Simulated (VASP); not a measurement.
NaH, 2 atoms in the cell. It takes space group R-3m (No. 166, trigonal). The conventional cell has a = 3.391 Å, b = 3.391 Å, c = 8.471 Å, α = 90.00°, β = 90.00°, γ = 120.00°. Within 3.2 Å of Na (site symmetry -3m) lie 6 H at 2.41 Å. H (site symmetry -3m) has 6 Na at 2.41 Å within 3.2 Å.  This cell differs from its parent crystal: strain along [111] +2.0%.

* Program: VASP 6.6.1
* Task: single point
* Functional: r2SCAN
* Potentials or basis: VASP PAW PBE potentials, release 64 (Na_pv, H)
* Cutoff: 520 eV
* k mesh: 10 × 10 × 10
* Occupations: gaussian, width 0.01 eV
* Spin: no spin polarisation
* Dipole correction: no
* Further INCAR settings: ALGO = Normal; EDIFF = 1e-07; NBANDS = 11

Potentials or basis: VASP PAW PBE potentials, release 64 (Na_pv, H).

The run is started by

```bash
$ cat potpaw_PBE.64/Na_pv/POTCAR potpaw_PBE.64/H/POTCAR > POTCAR
$ cp INCAR.step1 INCAR
$ mpirun -np 1 vasp_std > vasp.out
$ cp INCAR.step2 INCAR
$ mpirun -np 1 vasp_std > vasp.out
```

Hardware: 1 thread of Intel(R) Xeon(R) Platinum 8488C (Sapphire Rapids), with other jobs on the host.

Task: How long does it take, and how much memory?

Result: It took 95 s on 1 thread of Intel(R) Xeon(R) Platinum 8488C (Sapphire Rapids), with other jobs on the host, peak memory 0.18 GiB. Counts: k points 116.
